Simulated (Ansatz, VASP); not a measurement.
# Two plane-wave programs on C

File INCAR:

```
PREC = Accurate
ENCUT = 520
EDIFF = 1E-6
ISMEAR = 0
SIGMA = 0.01
LREAL = F
LASPH = T
NELM = 80
ALGO = Normal
ISIF = 2
LWAVE = F
LCHARG = F
GGA = PS
NBANDS = 16
```

KPOINTS

```
regular mesh
0
Gamma
  9 9 6
```

The input POSCAR:

```
C
1.0
    2.4737402487      0.0000000000      0.0000000000
   -1.2368701244      2.1423218978      0.0000000000
    0.0000000000      0.0000000000      4.1189829197
C
4
Direct
    0.3333333333      0.6666666667     -0.0000837947
    0.6666666667      0.3333333333      0.4999162053
    0.3333333333      0.6666666667      0.3740837947
    0.6666666667      0.3333333333      0.8740837947
```

Input for Ansatz:

```yaml
crystal:
  lattice:
    - [2.4737402487, 0.0, 0.0]
    - [-1.2368701244, 2.1423218978, 0.0]
    - [0.0, 0.0, 4.1189829197]
  atoms:
    - { symbol: C, position: [0.3333333333, 0.6666666667, -8.37947e-05] }
    - { symbol: C, position: [0.6666666667, 0.3333333333, 0.4999162053] }
    - { symbol: C, position: [0.3333333333, 0.6666666667, 0.3740837947] }
    - { symbol: C, position: [0.6666666667, 0.3333333333, 0.8740837947] }
basis:
  ecutwfc: 420
kpoints:
  mp_grid: { grid: [9, 9, 6] }
  band_path:
    path:
      - [0.0, 0.0, 0.0]
      - [0.0, 0.0, 0.0]
      - [0.0, 0.0, 0.0]
      - [0.0, 0.0, 0.0]
      - [0.0, 0.0, 0.0]
      - [0.0, 0.0, 0.0]
      - [0.0, 0.0, 0.0]
      - [0.0, 0.0, 0.0]
      - [0.0, 0.0, 0.0]
      - [0.0, 0.0, 0.0]
      - [0.0, 0.0, 0.0]
      - [0.0, 0.0, 0.0]
      - [0.0, 0.0, 0.0]
      - [0.0, 0.0, 0.0]
      - [0.0, 0.0, 0.0]
      - [0.0, 0.0, 0.0]
      - [0.0, 0.0, 0.0]
      - [0.0, 0.0, 0.0]
      - [0.0, 0.0, 0.0]
      - [0.0, 0.0, 0.0]
      - [0.0, 0.0, 0.0]
      - [0.0, 0.0, 0.0]
      - [0.0, 0.0, 0.0]
      - [0.0, 0.0, 0.0]
      - [0.0, 0.0, 0.0]
      - [0.0, 0.0, 0.0]
      - [0.3, 0.0, 0.0]
      - [0.3166666667, 0.0, 0.0]
      - [0.3333333333, 0.0, 0.0]
      - [0.35, 0.0, 0.0]
      - [0.3666666667, 0.0, 0.0]
      - [0.3833333333, 0.0, 0.0]
      - [0.4, 0.0, 0.0]
      - [0.4166666667, 0.0, 0.0]
      - [0.4333333333, 0.0, 0.0]
      - [0.45, 0.0, 0.0]
      - [0.4666666667, 0.0, 0.0]
      - [0.4833333333, 0.0, 0.0]
      - [0.5, 0.0, 0.0]
      - [0.5, 0.0, 0.0]
      - [0.5, 0.0, 0.0416666667]
      - [0.5, 0.0, 0.0833333333]
      - [0.5, 0.0, 0.125]
      - [0.5, 0.0, 0.1666666667]
      - [0.5, 0.0, 0.2083333333]
      - [0.5, 0.0, 0.25]
      - [0.5, 0.0, 0.2916666667]
      - [0.5, 0.0, 0.3333333333]
      - [0.5, 0.0, 0.375]
      - [0.5, 0.0, 0.4166666667]
      - [0.5, 0.0, 0.4583333333]
      - [0.5, 0.0, 0.5]
      - [0.3333333333, 0.3333333333, 0.0]
      - [0.3333333333, 0.3333333333, 0.0]
      - [0.3333333333, 0.3333333333, 0.0]
      - [0.3333333333, 0.3333333333, 0.0]
      - [0.3333333333, 0.3333333333, 0.0]
      - [0.3333333333, 0.3333333333, 0.0]
      - [0.3333333333, 0.3333333333, 0.0]
      - [0.3333333333, 0.3333333333, 0.0]
      - [0.3333333333, 0.3333333333, 0.0]
      - [0.3333333333, 0.3333333333, 0.0]
      - [0.3333333333, 0.3333333333, 0.0]
      - [0.3333333333, 0.3333333333, 0.0]
      - [0.3333333333, 0.3333333333, 0.0]
      - [0.0, 0.0, 0.5]
      - [0.0, 0.0, 0.5]
      - [0.0, 0.0, 0.5]
      - [0.0, 0.0, 0.5]
      - [0.0, 0.0, 0.5]
      - [0.0, 0.0, 0.5]
      - [0.0, 0.0, 0.5]
      - [0.0, 0.0, 0.5]
      - [0.0, 0.0, 0.5]
      - [0.0, 0.0, 0.5]
      - [0.0, 0.0, 0.5]
      - [0.0, 0.0, 0.5]
      - [0.0, 0.0, 0.5]
    npoints: 1
hamiltonian:
  xc: pbesol
  pseudopotentials: { kind: paw, azcp: { folder: soft_1 } }
scf:
  occupations: { method: fixed }
  n_extra_bands: 6
output:
  eigenvalues: true
```

Alike in both runs: task single point; functional PBEsol; k mesh 9 × 9 × 6; no spin polarisation.

|  | VASP | Ansatz |
| --- | --- | --- |
| version | VASP 6.6.1 | Ansatz 0.2.0 |
| potentials or method | VASP PAW PBE potentials, release 64 (C), cutoff 520 eV | scalar-relativistic, plane waves, PAW |
| occupations | gaussian, width 0.01 eV | fixed |
| valence electrons in the cell | 16 | 16 |

VASP gave:

- gap on the k mesh at the Fermi level (eV): 2.91
- least direct gap on the mesh (eV): 4.96

Task: Which values does Ansatz return?

Result: gap on the k mesh at the Fermi level (eV): 2.93; least direct gap on the mesh (eV): 4.96.

VASP's potentials were made for PBE, not for PBEsol, and Ansatz warns of the same on its side.
